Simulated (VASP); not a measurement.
A run of VASP 6.6.1 is set up as follows.

The input INCAR:

```
SYSTEM = Zn4SeO3
ALGO = Normal
EDIFF = 1E-6
EDIFFG = -0.01
ENCUT = 600
GGA = PE
IBRION = 2
ISIF = 3
ISMEAR = 0
LASPH = .TRUE.
LCHARG = .FALSE.
LREAL = .FALSE.
LWAVE = .FALSE.
NELM = 60
NSW = 100
PREC = Accurate
SIGMA = 0.1
```

KPOINTS

```
k-points
0
G
  6 6 6
  0 0 0
```

The input POSCAR:

```
Zn4SeO3
1.0
    4.8967050603      0.0000000000      0.0000000000
    0.0000000000      4.8967050603      0.0000000000
    0.0000000000      0.0000000000      4.8967050603
Zn Se O
4 1 3
Direct
    0.2777054348      0.2777054348      0.2777054348
    0.2777054348      0.7222945652      0.7222945652
    0.7222945652      0.2777054348      0.7222945652
    0.7222945652      0.7222945652      0.2777054348
    0.0000000000      0.0000000000      0.0000000000
    0.5000000000      0.5000000000      0.0000000000
    0.5000000000      0.0000000000      0.5000000000
    0.0000000000      0.5000000000      0.5000000000
```

Potentials or basis: VASP PAW PBE potentials, release 64 (Zn, Se, O).

Launch:

```bash
$ cat potpaw_PBE.64/Zn/POTCAR potpaw_PBE.64/Se/POTCAR potpaw_PBE.64/O/POTCAR > POTCAR
$ mpirun -np 1 vasp_std > vasp.out
```

(1) What does it give for the relaxed volume?

(2) Estimate the relaxed cell.

Answers

(1) 14.70 Å³/atom.

(2) a = 4.899 Å, b = 4.899 Å, c = 4.899 Å, α = 90.00°, β = 90.00°, γ = 90.00°.
